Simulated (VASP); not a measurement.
Set up this calculation in VASP 6.6.1, as the native input.

```yaml
Task: single point
Functional: PBE
Potentials_or_basis: VASP PAW PBE potentials, release 64 (W_sv, S)
Cutoff: 520 eV
k_mesh: 8 × 8 × 1
Occupations: fermi-dirac, width 0.05 eV
Spin: no spin polarisation
Dipole_correction: no
Further_INCAR_settings: ALGO = Normal; EDIFF = 1e-06; NBANDS = 35
```

The structure of WS2 lies in POSCAR:

```
WS2
1.0
    3.1832100000      0.0000000000      0.0000000000
   -1.5916000000      2.7567400000      0.0000000000
    0.0000000000      0.0000000000     23.6687600000
W S
2 4
Direct
    0.3333333333      0.6666666667      0.6373200000
    0.6666666667      0.3333333333      0.3626800000
    0.3333333333      0.6666666667      0.2968200000
    0.6666666667      0.3333333333      0.5714400000
    0.3333333333      0.6666666667      0.4285600000
    0.6666666667      0.3333333333      0.7031800000
```

One way to write it, as run:

INCAR

```
SYSTEM = WS2
PREC = Accurate
ENCUT = 520
EDIFF = 1E-6
ISMEAR = -1
SIGMA = 0.05
LREAL = .FALSE.
LASPH = .TRUE.
NELM = 60
ALGO = Normal
ISIF = 2
LWAVE = .FALSE.
LCHARG = .FALSE.
GGA = PE
NBANDS = 35
```

KPOINTS

```
regular mesh
0
G
  8 8 1
  0 0 0
```

Potentials or basis: VASP PAW PBE potentials, release 64 (W_sv, S).

Command:

```sh
$ cat potpaw_PBE.64/W_sv/POTCAR potpaw_PBE.64/S/POTCAR > POTCAR
$ mpirun -np 1 vasp_std > vasp.out
```

It gave:

- Largest force: 0.277 eV/Å
- Band gap on the k mesh: 1.73 eV, indirect (least direct gap 2.23 eV)

Caveat: spin-orbit coupling is left out, which moves the levels of the heavy elements.

It used 180 s of CPU time on 1 thread of AMD EPYC 7R13 Processor (Zen 3) (shared host).
